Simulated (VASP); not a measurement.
A run of VASP 6.6.1 is set up as follows.

File INCAR:

```
SYSTEM = Si2W
ALGO = Normal
EDIFF = 1E-7
ENCUT = 520
GGA = PE
ISIF = 2
ISMEAR = 0
LASPH = .True.
LCHARG = .False.
LREAL = .False.
LWAVE = .False.
NBANDS = 31
NELM = 100
PREC = Accurate
SIGMA = 0.1
```

The input KPOINTS:

```
k-points
0
Gamma
  12 12 6
  0 0 0
```

The input POSCAR:

```
Si2W
1.0
    3.0836905252      0.0000000000      0.0000000000
    0.0000000000      3.2653215116      0.0000000000
    0.0000000000      0.0000000000      7.9553296325
Si W
4 2
Direct
    0.0000000000      0.0000000000      0.3342703491
    0.5000000000      0.5000000000      0.1657296509
    0.5000000000      0.5000000000      0.8342703491
    0.0000000000      0.0000000000      0.6657296509
    0.0000000000      0.0000000000      0.0000000000
    0.5000000000      0.5000000000      0.5000000000
```

Potentials or basis: VASP PAW PBE potentials, release 64 (Si, W_sv).

Run with:

```console
$ cat potpaw_PBE.64/Si/POTCAR potpaw_PBE.64/W_sv/POTCAR > POTCAR
$ mpirun -np 1 vasp_std > vasp.out
```

Question: Predict the largest force.

Answer: 0.013 eV/Å.

Question: Predict the pressure.

Answer: 5.4 GPa.

Stress tensor (GPa, compression positive):
```
18.11  0.00  0.00
 0.00  0.18  0.00
 0.00  0.00 -2.04
```

Caveat: the cell differs from its parent crystal (uniaxial strain along a: -4.5 %); the stress differs along the axes, from -2 to 18 GPa.
